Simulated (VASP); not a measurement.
Runs of VASP 6.6.1 on Ti2W. The structure is that of space group P-6m2 (No. 187), or close to it. The cells are those of the table. 

```csv
task,spin,cell,cutoff (eV),gap on the mesh (eV),pressure (GPa),largest force (eV/Å)
relaxation of cell and atoms,off,"relaxed from a = 2.801, b = 2.801, c = 13.496 Å, angles 90.0, 90.0, 120.0°, 6 atoms",600,none,-0.1,0.04
single point,off,"a = 2.801, b = 2.801, c = 13.496 Å, angles 90.0, 90.0, 120.0°, 6 atoms",520,none,18.3,(a)
single point,off,"a = 2.855, b = 2.855, c = 14.298 Å, angles 90.0, 90.0, 120.0°, 6 atoms",520,none,-0.1,-
single point,"collinear, ferromagnetic start","a = 2.855, b = 2.855, c = 14.298 Å, angles 90.0, 90.0, 120.0°, 6 atoms",520,none,-0.1,-
```

Alike in all rows: level PBE; potentials or basis VASP PAW PBE potentials, release 64 (Ti_sv, W_sv); k mesh 6 × 6 × 2; smearing gaussian 0.1 eV.

Q: Estimate the missing entries.

A: (a) 0.28.

Caveats: all runs use coarse meshes; spin-orbit coupling is left out, which moves the levels of the heavy elements.

A k mesh can miss the band edges, and the runs leave out spin-orbit coupling on W.

A gap of «none» marks levels without a gap at the run's occupations.
